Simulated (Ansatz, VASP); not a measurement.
# In in VASP and in Ansatz

INCAR

```
SYSTEM = In
PREC = Accurate
ENCUT = 520
EDIFF = 1E-6
ISMEAR = -1
SIGMA = 0.05
LREAL = .False.
LASPH = .True.
NELM = 60
ALGO = Fast
ISIF = 2
LWAVE = .False.
LCHARG = .True.
GGA = PE
LELF = .True.
LVHAR = .True.
NBANDS = 12
```

The input KPOINTS:

```
Automatic mesh
0
Gamma
  10 10 10
  0 0 0
```

Contents of POSCAR:

```
In
1.0
   -1.6254700000      1.6254700000      2.5726480000
    1.6254700000     -1.6254700000      2.5726480000
    1.6254700000      1.6254700000     -2.5726480000
In
1
Direct
    0.0000000000      0.0000000000      0.0000000000
```

input.yaml

```yaml
crystal:
  lattice:
    - [-1.62547, 1.62547, 2.572648]
    - [1.62547, -1.62547, 2.572648]
    - [1.62547, 1.62547, -2.572648]
  atoms:
    - { symbol: In, position: [0.0, 0.0, 0.0] }
hamiltonian:
  xc: pbe
  pseudopotentials: { kind: paw }
kpoints:
  mp_grid: { grid: [10, 10, 10] }
  band_path:
    path:
      - [[0.0, 0.0, 0.0], [0.5, -0.5, 0.0], [0.5, -0.5, 0.1996030552], [0.3498015276, -0.3498015276, 0.3498015276], [0.0, 0.0, 0.0], [0.5, 0.5, -0.5], [0.6501984724, 0.3498015276, -0.3498015276], [0.5, 0.0, 0.0], [0.75, -0.25, -0.25], [0.8003969448, 0.1996030552, -0.5], [0.5, 0.5, -0.5]]
      - [[0.5, -0.5, 0.0], [0.75, -0.25, -0.25]]
    npoints: 14
scf:
  occupations: { method: fermi_dirac, width: 0.05 }
  n_extra_bands: 6
output:
  forces: true
  stress: true
  eigenvalues: true
  fatbands: false
```

Alike in both runs: functional PBE; k mesh 10 × 10 × 10; occupations fermi-dirac, width 0.05 eV; no spin polarisation.

|  | VASP | Ansatz |
| --- | --- | --- |
| version | VASP 6.6.1 | Ansatz 0.2.0 |
| potentials or method | VASP PAW PBE potentials, release 64 (In_d) | Ansatz PAW |
| plane-wave cutoff (eV) | 520 | 420 |
| valence electrons in the cell | 13 | 13 |
| task | single point | band structure |

Ansatz gave:

| Property | Result |
| --- | --- |
| gap on the k mesh at the Fermi level (eV) | none |
| pressure (GPa) | 0.4 |
| traceless stress, the component that is largest in VASP (GPa) | -0.88 |

Estimate VASP's values.

gap on the k mesh at the Fermi level (eV): none; pressure (GPa): 0.4; traceless stress, the component that is largest in VASP (GPa): -0.89.

A gap of «none» marks a metal or a gap that the smearing closes.
